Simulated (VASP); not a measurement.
The system is Hf3H.

```
CELL_PARAMETERS angstrom
5.44000 0.00000 0.00000
-2.72000 4.71118 0.00000
0.00000 0.00000 4.96000
ATOMIC_POSITIONS crystal
Hf 0.00000 0.66666 0.50000
Hf 0.66666 0.66666 0.00000
Hf 0.66666 0.00000 0.50000
Hf 0.33333 0.33333 0.50000
Hf 0.00000 0.33333 0.00000
Hf 0.33333 0.00000 0.00000
H 0.66667 0.33333 0.75000
H 0.33333 0.66667 0.25000
```

| Item | Value |
| --- | --- |
| Program | VASP 6.6.1 |
| Task | relaxation of cell and atoms |
| Functional | PBE |
| Potentials or basis | VASP PAW PBE potentials, release 64 (Hf_pv, H) |
| Cutoff | 600 eV |
| k mesh | 4 × 4 × 3 |
| Occupations | gaussian, width 0.2 eV |
| Spin | no spin polarisation |

At the start: pressure 10.9 GPa; volume 15.89 Å³/atom.

Where does the relaxation end?

Over 5 steps the energy falls by 47.3 meV/atom and the volume is 17.24 Å³/atom (+8.5 %); space group P6_322 (No. 182, to 0.05 Å).

Step by step:
| step | energy change (eV) | largest force (eV/Å) | pressure (GPa) | volume (Å³) |
| --- | --- | --- | --- | --- |
| 1 | 0.0000 | 0.4695 | 10.85 | 127.12 |
| 2 | -0.1505 | 0.0112 | -7.00 | 147.97 |
| 3 | -0.3732 | 0.1670 | -0.25 | 138.37 |
| 4 | -0.3731 | 0.1718 | -0.06 | 138.14 |
| 5 | -0.3785 | 0.0677 | 0.09 | 137.93 |

Final structure:
```
Hf H
1.0
     5.58437    0.00000    0.00000
    -2.79218    4.83620    0.00000
     0.00000    0.00000    5.10716
Hf H
6 2
Direct
  0.00000 0.67034 0.50000
  0.67034 0.67034 0.00000
  0.67034 0.00000 0.50000
  0.32966 0.32966 0.50000
  0.00000 0.32966 0.00000
  0.32966 0.00000 0.00000
  0.66667 0.33333 0.75000
  0.33333 0.66667 0.25000
```

Caveat: the k points lie up to 0.41 Å⁻¹ apart in the final cell; the relaxation stopped at a loose force limit of 0.08 eV/Å, so its end isn't a converged minimum.
